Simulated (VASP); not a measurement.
# C (R-3m) in VASP: a series of runs, part 2 of 2

VASP 6.6.1. Earlier steps stand in the parts before.

## (5) Relaxation of the atoms, PBEsol (strained cell)

The input, INCAR:

```
SYSTEM = C
  ALGO = Normal
  EDIFF = 1E-7
  EDIFFG = -0.002
  ENCUT = 520
  GGA = PS
  GGA_COMPAT = .False.
  IBRION = 2
  ISIF = 2
  ISMEAR = 0
  LASPH = .True.
  LCHARG = .False.
  LREAL = .False.
  LWAVE = .False.
  NELM = 120
  NELMIN = 4
  NSW = 60
  PREC = Accurate
  SIGMA = 0.02
```

The input, KPOINTS:

```
k-points
0
Gamma
  9 9 9
  0 0 0
```

The input, POSCAR:

```
C
1.0
    0.0242275992      1.8002554204      1.8002554204
    1.8002554204      0.0242275992      1.8002554204
    1.8002554204      1.8002554204      0.0242275992
C
2
Direct
   -0.0000054645     -0.0000054645     -0.0000054645
    0.2500054645      0.2500054645      0.2500054645
```

Launch:

```
$ cat potpaw_PBE.64/C/POTCAR > POTCAR
$ mpirun -np 1 vasp_std > vasp.out
```

Run time: 24 s. Hardware: 1 thread of Intel Xeon 8259CL, shared host; peak memory 0.12 GiB.

It converged, with:

| Property | Result |
| --- | --- |
| Free energy | -19.2349 eV |
| Energy gained by relaxing | 0.0 meV/atom |
| Ionic steps | 3 |
| Pressure after relaxing | -6.9 GPa |
| Band gap on the k mesh | 3.99 eV (least direct gap 5.09 eV) |

Stress tensor (GPa, compression positive):
```
-6.95 -7.40 -7.40
-7.40 -6.95 -7.40
-7.40 -7.40 -6.95
```

Final structure:
```xyz
2
Lattice="0.0242 1.8003 1.8003 1.8003 0.0242 1.8003 1.8003 1.8003 0.0242" Properties=species:S:1:pos:R:3 pbc="T T T"
C     0.0004    0.0004    0.0004
C     0.9058    0.9058    0.9058
```

Levels at points of the mesh, in eV from the valence-band top:
| k point | band 1 | band 2 | band 3 | band 4 | band 5 | band 6 | band 7 | band 8 |
| --- | --- | --- | --- | --- | --- | --- | --- | --- |
| (0.00, 0.00, 0.00) | -21.44 | -0.06 | 0.00 | 0.00 | 5.09 | 5.69 | 5.69 | 13.21 |

Caveat: the cell differs from its parent crystal (strained cell); the PAW data sets were made with another functional, which shifts forces and pressure a little; an odd mesh through Γ misses points on the zone boundary, where band edges can lie.

## (6) Relaxation of the atoms, PBEsol (strained cell)

The input, INCAR:

```
PREC = Accurate
ENCUT = 520
EDIFF = 1E-7
ISMEAR = 0
SIGMA = 0.02
LREAL = F
LASPH = T
NELM = 120
ALGO = Normal
ISIF = 2
LWAVE = F
LCHARG = F
GGA = PS
IBRION = 2
NSW = 60
EDIFFG = -0.002
GGA_COMPAT = F
NELMIN = 4
```

The input, KPOINTS:

```
regular mesh
0
Gamma
  9 9 9
```

The input, POSCAR:

```
C
1.0
    0.0249261371      1.7999061514      1.7999061514
    1.7999061514      0.0249261371      1.7999061514
    1.7999061514      1.7999061514      0.0249261371
C
2
Direct
    0.0000947630      0.0000947630      0.0000947630
    0.2499052370      0.2499052370      0.2499052370
```

Potentials or basis: VASP PAW PBE potentials, release 64 (C).

Launch:

```
$ cat potpaw_PBE.64/C/POTCAR > POTCAR
$ mpirun -np 1 vasp_std > vasp.out
```

OUTCAR:

```text
PREC = Accurate
   ENCUT = 520
   EDIFF = 1E-7
   ISMEAR = 0
   LREAL = F
   LASPH = T
   NELM = 120
   ISIF = 2
   GGA = PS
   IBRION = 2
   NSW = 60
   EDIFFG = -0.002
   NELMIN = 4

 ion  position               nearest neighbor table
   1  0.000  0.000  0.000-   2 1.54   2 1.54   2 1.54   2 1.57
   2  0.250  0.250  0.250-   1 1.54   1 1.54   1 1.54   1 1.57

  LATTYP: Found a trigonal (rhomboedric) cell.
 ALAT       =     2.5455737310
 COS(alpha) =     0.5137993070

  Lattice vectors:

 A1 = (   0.0249261371,   1.7999061514,   1.7999061514)
 A2 = (   1.7999061514,   0.0249261371,   1.7999061514)
 A3 = (   1.7999061514,   1.7999061514,   0.0249261371)

Analysis of symmetry for initial positions (statically):
=====================================================================
 Subroutine PRICEL returns:
 Original cell was already a primitive cell.

 Routine SETGRP: Setting up the symmetry group for a
 trigonal (rhombohedral) supercell.

 Subroutine GETGRP returns: Found 12 space group operations
[... 176 lines left out ...]
  Total       -0.4579839     -0.4579839     -0.4579839     -0.5445327     -0.5445327     -0.5445327
  in kB      -64.2535592    -64.2535592    -64.2535592    -76.3960538    -76.3960538    -76.3960538
  external PRESSURE =     -64.2535592 kB  Pullay stress =       0.0000000 kB
[... 59 lines left out ...]
--------------------------------------- Ionic step        3  -------------------------------------------

 number of electron       7.9999999 magnetization

 Free energy of the ion-electron system (eV)
  ---------------------------------------------------
  ext. energy  EPLUGINS =         0.00000000
  ---------------------------------------------------
  free energy    TOTEN  =       -19.23482017 eV

  energy without entropy =      -19.23482017  energy(sigma->0) =      -19.23482017

 E-fermi :   9.7806     XC(G=0): -13.3998

 val. band max:        9.6323211267   @ k =   0.0000   0.0000   0.0000
 cond. band min:      13.6205514505   @ k =   0.3333   0.3333   0.0000
 fundamental gap:      3.9882303238
 Fermi energy:         9.7805609852

 k-point     1 :       0.0000    0.0000    0.0000
  band No.  band energies     occupation
      1     -11.8210      2.00000
      2       9.5694      2.00000
      3       9.6323      2.00000
      4       9.6323      2.00000
      5      14.7086      0.00000
      6      15.3344      0.00000
      7      15.3344      0.00000
      8      22.8670      0.00000
[... 243 lines left out ...]
 k-point    24 :       0.4444    0.4444    0.0000
  band No.  band energies     occupation
      1      -4.8357      2.00000
      2      -1.2913      2.00000
      3       3.2899      2.00000
      4       3.5703      2.00000
      5      13.7318      0.00000
      6      14.9414      0.00000
      7      25.9076      0.00000
      8      25.9121      0.00000

 [... further k-points ...]

------------------------ aborting loop because EDIFF is reached ----------------------------------------

  FORCE on cell =-STRESS in cart. coord.  units (eV):
  Direction    XX          YY          ZZ          XY          YZ          ZX
  --------------------------------------------------------------------------------------
  -------------------------------------------------------------------------------------
  Total       -0.4583402     -0.4583402     -0.4583402     -0.5443753     -0.5443753     -0.5443753
  in kB      -64.3035477    -64.3035477    -64.3035477    -76.3739772    -76.3739772    -76.3739772
  external PRESSURE =     -64.3035477 kB  Pullay stress =       0.0000000 kB
[... 17 lines left out ...]
  FREE ENERGIE OF THE ION-ELECTRON SYSTEM (eV)
  ---------------------------------------------------
  free  energy   TOTEN  =       -19.2348201734 eV

  energy  without entropy=      -19.2348201734  energy(sigma->0) =      -19.23482017

 reached required accuracy - stopping structural energy minimisation
```

CONTCAR:

```text
C
   1.00000000000000
     0.0249261371000000    1.7999061514000001    1.7999061514000001
     1.7999061514000001    0.0249261371000000    1.7999061514000001
     1.7999061514000001    1.7999061514000001    0.0249261371000000
  C
     2
Direct
     0.0001175260883522    0.0001175260883522    0.0001175260883522
     0.2498824739116478    0.2498824739116478    0.2498824739116478

  0.00000000E+00  0.00000000E+00  0.00000000E+00
  0.00000000E+00  0.00000000E+00  0.00000000E+00
```

It took 22 s on 1 thread of Intel Xeon 8259CL, shared host; peak memory 0.12 GiB.

What came out:

```
Free energy               : -19.2348 eV
Energy gained by relaxing : 0.0 meV/atom
Ionic steps               : 3
Pressure after relaxing   : -6.4 GPa
Band gap on the k mesh    : 3.99 eV (least direct gap 5.08 eV)
```

Stress tensor (GPa, compression positive):
```
-6.43 -7.64 -7.64
-7.64 -6.43 -7.64
-7.64 -7.64 -6.43
```

Final structure:
```
CELL_PARAMETERS angstrom
0.02493 1.79991 1.79991
1.79991 0.02493 1.79991
1.79991 1.79991 0.02493
ATOMIC_POSITIONS crystal
C 0.00012 0.00012 0.00012
C 0.24988 0.24988 0.24988
```

Caveat: the cell differs from its parent crystal (strained cell); the PAW data sets were made with another functional, which shifts forces and pressure a little; an odd mesh through Γ misses points on the zone boundary, where band edges can lie.

## (7) Overview

```csv
task,cell,cutoff (eV),smearing,gap on the mesh (eV),pressure (GPa)
single point,"a = 2.546 Å, angles 59.1°, 2 atoms",600,gaussian 0.01 eV,3.99,-7.1
single point,"a = 2.567 Å, angles 60.2°, 2 atoms",600,gaussian 0.02 eV,3.90,-27.1
relaxation of the atoms,"atoms relaxed from a = 2.542 Å, angles 58.9°, 2 atoms",520,gaussian 0.02 eV,3.99,-2.9
relaxation of the atoms,"atoms relaxed from a = 2.546 Å, angles 59.1°, 2 atoms",520,gaussian 0.02 eV,3.99,-6.4
```

Alike in all rows: level PBEsol; potentials or basis VASP PAW PBE potentials, release 64 (C); no spin polarisation; k mesh 9 × 9 × 9.

Caveats: the PAW data sets were made with another functional, which shifts forces and pressure a little; an odd mesh through Γ misses points on the zone boundary, where band edges can lie; the cell stands under tension (at least some runs).

Absolute energies hang on the potentials; compare differences alone.
